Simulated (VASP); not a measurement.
A run of VASP 6.6.1:

Contents of INCAR:

```
ALGO = Normal ; EDIFF = 1E-6
ENCUT = 520 ; GGA = PE
ISIF = 2 ; ISMEAR = -1
IVDW = 13 ; LASPH = True
LCHARG = False ; LREAL = False
LWAVE = False ; NBANDS = 21
NELM = 80 ; PREC = Accurate
SIGMA = 0.05
```

KPOINTS

```
k-points
0
Gamma
  11 11 6
```

POSCAR

```
Ru
1.0
    2.7237197275      0.0000000000      0.0000000000
   -1.3618598638      2.3588104769      0.0000000000
    0.0000000000      0.0000000000      4.3102577801
Ru
2
Direct
    0.6666666667      0.3333333333      0.7500000000
    0.3333333333      0.6666666667      0.2500000000
```

Potentials or basis: VASP PAW PBE potentials, release 64 (Ru_pv).

Launch:

```console
$ cat potpaw_PBE.64/Ru_pv/POTCAR > POTCAR
$ mpirun -np 1 vasp_std > vasp.out
```

Hardware: 1 thread of AMD EPYC 7R13 (shared host).

Question: Estimate the wall time of this run.

Answer: It took 56 s on 1 thread of AMD EPYC 7R13, with other jobs on the host, peak memory 0.12 GiB. Counts: scf iterations 12, k points 64.
